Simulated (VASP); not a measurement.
Runs of VASP 6.6.1 on C. The structure is that of space group Fd-3m (No. 227), or close to it. The cells are those of the table. 

| level | cell | k mesh | smearing | grid for exact exchange (PRECFOCK) | share of exact exchange | screening parameter | gap on the mesh (eV) | pressure (GPa) |
| --- | --- | --- | --- | --- | --- | --- | --- | --- |
| PBE | a = 2.656 Å, angles 60.0°, 2 atoms | 12 × 12 × 12 | fermi-dirac 0.02 eV | - | - | - | 3.81 | -48.9 |
| r2SCAN | a = 2.525, b = 2.525, c = 2.517 Å, angles 60.1, 60.1, 59.8°, 2 atoms | 12 × 12 × 12 | gaussian 0.01 eV | - | - | - | 4.26 | -1.7 |
| r2SCAN | a = 2.656 Å, angles 60.0°, 2 atoms | 12 × 12 × 12 | gaussian 0.01 eV | - | - | - | (a) | (b) |
| HSE06 | a = 2.656 Å, angles 60.0°, 2 atoms | 8 × 8 × 8 | gaussian 0.01 eV | Normal | 0.25 | 0.2079 1/Å | 4.91 | -58.8 |
| PBE | a = 2.525, b = 2.525, c = 2.517 Å, angles 60.1, 60.1, 59.8°, 2 atoms | 12 × 12 × 12 | fermi-dirac 0.02 eV | - | - | - | 4.07 | 2.1 |

Alike in all rows: task single point; potentials or basis VASP PAW PBE potentials, release 64 (C); no spin polarisation; cutoff (eV) 520.

Question: Fill in the values left out.

Answer: (a) 3.99; (b) -52.9.

Caveats: the cell stands under tension (at least some runs); the PAW data sets were made with another functional, which shifts forces and pressure a little (at least some runs).

A k mesh can miss the band edges.
